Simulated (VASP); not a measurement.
# SiC (F-43m) in VASP: vibrations by perturbation theory with PBE

Aim: the vibrations by perturbation theory of SiC with PBE.

Program: VASP 6.6.1. These are calculated values, not measurements. Logs are shortened: lines on timing, memory, paths and dates and some standing lists are left out, and cuts for length are marked.

## Step 1: The cell of the first run

Symmetry: F-43m, No. 216, cubic system. Conventional cell: a = 4.380 Å, b = 4.380 Å, c = 4.380 Å, α = 90.00°, β = 90.00°, γ = 90.00°. Si (site symmetry -43m) has 4 C at 1.90 Å within 2.5 Å. C (site symmetry -43m) has 4 Si at 1.90 Å within 2.5 Å.

## Step 2: Vibrations by perturbation theory, PBE

Contents of INCAR:

```
SYSTEM = SiC
  PREC = Accurate
  ENCUT = 600
  EDIFF = 1E-8
  ISMEAR = 0
  SIGMA = 0.01
  LREAL = .FALSE.
  LASPH = .TRUE.
  NELM = 120
  ALGO = Normal
  ISIF = 2
  LWAVE = .FALSE.
  LCHARG = .FALSE.
  GGA = PE
  NBANDS = 11
  IBRION = 8
  NSW = 1
  LEPSILON = .TRUE.
  GGA_COMPAT = .FALSE.
```

Contents of KPOINTS:

```
regular mesh
0
G
  10 10 10
  0 0 0
```

Contents of POSCAR:

```
SiC
1.0
    0.0000000000      2.1898675894      2.1898675894
    2.1898675894      0.0000000000      2.1898675894
    2.1898675894      2.1898675894      0.0000000000
Si C
1 1
Direct
    0.0000000000      0.0000000000      0.0000000000
    0.2500000000      0.2500000000      0.2500000000
```

Potentials or basis: VASP PAW PBE potentials, release 64 (Si, C).

Started as:

```
> cat potpaw_PBE.64/Si/POTCAR potpaw_PBE.64/C/POTCAR > POTCAR
> mpirun -np 1 vasp_std > vasp.out
```

OUTCAR:

```text
SYSTEM = SiC
   PREC = Accurate
   ENCUT = 600
   EDIFF = 1E-8
   ISMEAR = 0
   LREAL = .FALSE.
   LASPH = .TRUE.
   NELM = 120
   ISIF = 2
   GGA = PE
   IBRION = 8
   NSW = 1
   LEPSILON = .TRUE.

 ion  position               nearest neighbor table
   1  0.000  0.000  0.000-   2 1.90   2 1.90   2 1.90   2 1.90
   2  0.250  0.250  0.250-   1 1.90   1 1.90   1 1.90   1 1.90

  LATTYP: Found a face centered cubic cell.
 ALAT       =     4.3797351788

  Lattice vectors:

 A1 = (   0.0000000000,   2.1898675894,   2.1898675894)
 A2 = (   2.1898675894,   0.0000000000,   2.1898675894)
 A3 = (   2.1898675894,   2.1898675894,   0.0000000000)

Analysis of symmetry for initial positions (statically):
=====================================================================
 Subroutine PRICEL returns:
 Original cell was already a primitive cell.

 Routine SETGRP: Setting up the symmetry group for a
 face centered cubic supercell.

 Subroutine GETGRP returns: Found 24 space group operations
 (whereof 24 operations were pure point group operations)
 out of a pool of 48 trial point group operations.

The static configuration has the point symmetry T_d .

Analysis of symmetry for dynamics (positions and initial velocities):
=====================================================================
 Subroutine PRICEL returns:
 Original cell was already a primitive cell.

 Routine SETGRP: Setting up the symmetry group for a
 face centered cubic supercell.

 Subroutine GETGRP returns: Found 24 space group operations
 (whereof 24 operations were pure point group operations)
 out of a pool of 48 trial point group operations.

The dynamic configuration has the point symmetry T_d .

 Subroutine INISYM returns: Found 24 space group operations
 (whereof 24 operations are pure point group operations),
 and found     1 'primitive' translations

----------------------------------------------------------------------------------------

                                     Primitive cell

  volume of cell :      21.0031

  direct lattice vectors                    reciprocal lattice vectors
     0.000000000  2.189867589  2.189867589    -0.228324307  0.228324307  0.228324307
     2.189867589  0.000000000  2.189867589     0.228324307 -0.228324307  0.228324307
     2.189867589  2.189867589  0.000000000     0.228324307  0.228324307 -0.228324307

  length of vectors
     3.096940445  3.096940445  3.096940445     0.395469301  0.395469301  0.395469301

  position of ions in fractional coordinates (direct lattice)
     0.000000000  0.000000000  0.000000000
     0.250000000  0.250000000  0.250000000

  ion indices of the primitive-cell ions
   primitive index   ion index
                 1           1
                 2           2

----------------------------------------------------------------------------------------

 KPOINTS: regular mesh

Automatic generation of k-mesh.
 Grid dimensions read from file:
 generate k-points for:   10   10   10

 Generating k-lattice:

  Cartesian coordinates                     Fractional coordinates (reciprocal lattice)
    -0.022832431  0.022832431  0.022832431     0.100000000  0.000000000  0.000000000
     0.022832431 -0.022832431  0.022832431     0.000000000  0.100000000  0.000000000
     0.022832431  0.022832431 -0.022832431     0.000000000  0.000000000  0.100000000

  Length of vectors
     0.039546930  0.039546930  0.039546930

  Shift w.r.t. Gamma in fractional coordinates (k-lattice)
     0.000000000  0.000000000  0.000000000

 Subroutine IBZKPT returns following result:
 ===========================================

 Found     47 irreducible k-points:

[... 443 lines left out ...]
  energy-cutoff  :      600.00
  volume of cell :       21.00
      direct lattice vectors                 reciprocal lattice vectors
     0.000000000  2.189867589  2.189867589    -0.228324307  0.228324307  0.228324307
     2.189867589  0.000000000  2.189867589     0.228324307 -0.228324307  0.228324307
     2.189867589  2.189867589  0.000000000     0.228324307  0.228324307 -0.228324307

 POSITION                                       TOTAL-FORCE (eV/Angst)
 -----------------------------------------------------------------------------------
      0.00000      0.00000      0.00000         0.000000      0.000000      0.000000
      1.09493      1.09493      1.09493        -0.000000     -0.000000     -0.000000
 -----------------------------------------------------------------------------------
    total drift:                               -0.000000     -0.000000     -0.000000

  FREE ENERGIE OF THE ION-ELECTRON SYSTEM (eV)
  ---------------------------------------------------
  free  energy   TOTEN  =       -15.0621879648 eV

  energy  without entropy=      -15.0621879648  energy(sigma->0) =      -15.06218796

 HEAD OF MICROSCOPIC STATIC DIELECTRIC TENSOR (INDEPENDENT PARTICLE, excluding Hartree and local field effects)
 ------------------------------------------------------
           7.273602    -0.000000    -0.000000
          -0.000000     7.273602     0.000000
          -0.000000     0.000000     7.273602
 ------------------------------------------------------

 Free energy of the ion-electron system (eV)
  ---------------------------------------------------
  ---------------------------------------------------
  free energy    TOTEN  =        -0.37818215 eV

  energy without entropy =       -0.37818215

------------------------ aborting loop because EDIFF is reached ----------------------------------------

--------------------------------------- Ionic step        2  -------------------------------------------

------------------------ aborting loop because EDIFF is reached ----------------------------------------

--------------------------------------- Ionic step        3  -------------------------------------------

------------------------ aborting loop because EDIFF is reached ----------------------------------------

 PIEZOELECTRIC TENSOR FIELD DIRECTION 3  (e Angst)
 -----------------------------------------------------------------------------
    -0.00062 -1.29058  0.00000           ( -0.00000 -0.05412  0.00000)
    -1.29058 -0.00062  0.00000           ( -0.05412 -0.00000  0.00000)
     0.00000  0.00000  0.00073           (  0.00000  0.00000 -0.00000)

 PIEZOELECTRIC TENSOR FIELD DIRECTION 3  (C/m^2)
 -----------------------------------------------------------------------------
    -0.00047 -0.98449  0.00000
    -0.98449 -0.00047  0.00000
     0.00000  0.00000  0.00056

--------------------------------------- Ionic step        4  -------------------------------------------

------------------------ aborting loop because EDIFF is reached ----------------------------------------

[... ionic steps 5 to 6 ...]

--------------------------------------- Ionic step        7  -------------------------------------------

 Free energy of the ion-electron system (eV)
  ---------------------------------------------------
  ---------------------------------------------------
  free energy    TOTEN  =        -0.12467605 eV

  energy without entropy =       -0.12467605

------------------------ aborting loop because EDIFF is reached ----------------------------------------

 INTERNAL STRAIN TENSOR  FOR ION    2  DIRECTION 1   (eV/Angst):
 -----------------------------------------------------------------------------
    -0.00786  0.00000  0.00000
     0.00000  0.00337 -7.50364
     0.00000 -7.50364  0.00337

 MACROSCOPIC STATIC DIELECTRIC TENSOR (including local field effects in DFT)
 ------------------------------------------------------
           7.039507    -0.000000     0.000000
           0.000000     7.039507     0.000000
          -0.000000     0.000000     7.039507
 ------------------------------------------------------

 PIEZOELECTRIC TENSOR (including local field effects)  for field in x, y, z        (e  Angst)
          XX          YY          ZZ          XY          YZ          ZX
  --------------------------------------------------------------------------------
  x    -0.00000    -0.00000     0.00000     0.00000    -1.28799     0.00000
  y     0.00000    -0.00000    -0.00000     0.00000     0.00000    -1.28799
  z    -0.00000     0.00000     0.00000    -1.28799     0.00000     0.00000

 PIEZOELECTRIC TENSOR (including local field effects)  for field in x, y, z        (C/m^2)
          XX          YY          ZZ          XY          YZ          ZX
  --------------------------------------------------------------------------------
  x    -0.00000    -0.00000     0.00000     0.00000    -0.98252     0.00000
  y     0.00000    -0.00000    -0.00000     0.00000     0.00000    -0.98252
  z    -0.00000     0.00000     0.00000    -0.98252     0.00000     0.00000

 BORN EFFECTIVE CHARGES (including local field effects) (in |e|, cummulative output)
 ---------------------------------------------------------------------------------
 ion    1
    1     2.68462    -0.00000     0.00000
    2    -0.00000     2.68462     0.00000
    3    -0.00000    -0.00000     2.68462
 ion    2
    1    -2.68462     0.00000    -0.00000
    2     0.00000    -2.68462    -0.00000
    3     0.00000     0.00000    -2.68462

 INTERNAL STRAIN TENSOR FOR ION    2 for displacements in x,y,z  (eV/Angst):
          X           Y           Z          XY          YZ          ZX
  --------------------------------------------------------------------------------
  x     0.00000     0.00000     0.00000     0.00000    -7.50364     0.00000
  y     0.00000     0.00000     0.00000     0.00000     0.00000    -7.50364
  z     0.00000     0.00000     0.00000    -7.50364     0.00000     0.00000

 SECOND DERIVATIVES (NOT SYMMETRIZED)
 ------------------------------------
               1X          1Y          1Z          2X          2Y          2Z
  1X   -18.569534    0.000000    0.000000   18.569534    0.000000    0.000000
  1Y     0.000000  -18.569534    0.000000    0.000000   18.569534    0.000000
  1Z     0.000000    0.000000  -18.569534    0.000000    0.000000   18.569534
  2X    18.569900    0.000000    0.000000  -18.569900    0.000000    0.000000
  2Y     0.000000   18.569900    0.000000    0.000000  -18.569900    0.000000
  2Z     0.000000    0.000000   18.569900    0.000000    0.000000  -18.569900

 Eigenvectors and eigenvalues of the dynamical matrix
 ----------------------------------------------------

   1 f  =   23.226189 THz   145.934449 2PiTHz  774.742271 cm-1    96.055756 meV
             X         Y         Z           dx          dy          dz
      0.000000  0.000000  0.000000     0.000000    0.547313    0.000000
      1.094934  1.094934  1.094934     0.000000   -0.836928    0.000000
[... 21 lines left out ...]
   6 f/i=    0.000105 THz     0.000660 2PiTHz    0.003505 cm-1     0.000435 meV
             X         Y         Z           dx          dy          dz
      0.000000  0.000000  0.000000     0.000000    0.000000    0.836928
      1.094934  1.094934  1.094934     0.000000    0.000000    0.547313

--------------------------------------------------------------------------------------------------------

 MACROSCOPIC STATIC DIELECTRIC TENSOR IONIC CONTRIBUTION
 ------------------------------------------------------
           3.343821     0.000000     0.000000
           0.000000     3.343821     0.000000
           0.000000     0.000000     3.343821
 ------------------------------------------------------

 ELASTIC MODULI CONTR FROM IONIC RELAXATION (kBar)
 Direction    XX          YY          ZZ          XY          YZ          ZX
 --------------------------------------------------------------------------------
 XX          -0.0000     -0.0000     -0.0000      0.0000      0.0000      0.0000
 YY          -0.0000     -0.0000     -0.0000      0.0000      0.0000     -0.0000
 ZZ          -0.0000     -0.0000     -0.0000      0.0000      0.0000      0.0000
 XY           0.0000      0.0000      0.0000   -210.1074     -0.0000     -0.0000
 YZ           0.0000      0.0000      0.0000     -0.0000   -210.1074     -0.0000
 ZX           0.0000     -0.0000      0.0000     -0.0000     -0.0000   -210.1074
 --------------------------------------------------------------------------------

 PIEZOELECTRIC TENSOR IONIC CONTR  for field in x, y, z        (C/m^2)
          XX          YY          ZZ          XY          YZ          ZX
  --------------------------------------------------------------------------------
  x    -0.00000    -0.00000    -0.00000     0.00000     0.78870     0.00000
  y    -0.00000     0.00000    -0.00000     0.00000     0.00000     0.78870
  z    -0.00000    -0.00000    -0.00000     0.78870     0.00000     0.00000
```

It took 3.2 min on 1 thread of Intel Xeon 6975P-C (Granite Rapids), shared host; peak memory 0.26 GiB.

What came out:

```yaml
Electronic_dielectric_tensor_diagonal: 7.04
Born_charges_mean_of_the_diagonal: Si +2.68; C -2.68 e
Highest_phonon_frequency_at_Γ_LO-TO_splitting_left_out: 775 cm⁻¹
```

Phonon frequencies in cm⁻¹ (negative: imaginary):
```tsv
q point	frequencies
(0.000, 0.000, 0.000)	0 0 0 775 775 775
```

Electronic dielectric tensor:
```
7.04 0.00 0.00
0.00 7.04 0.00
0.00 0.00 7.04
```

Born effective charge tensors (e):
atom 1, Si
```
2.68 0.00 0.00
0.00 2.68 0.00
0.00 0.00 2.68
```
atom 2, C
```
-2.68  0.00  0.00
 0.00 -2.68  0.00
 0.00  0.00 -2.68
```
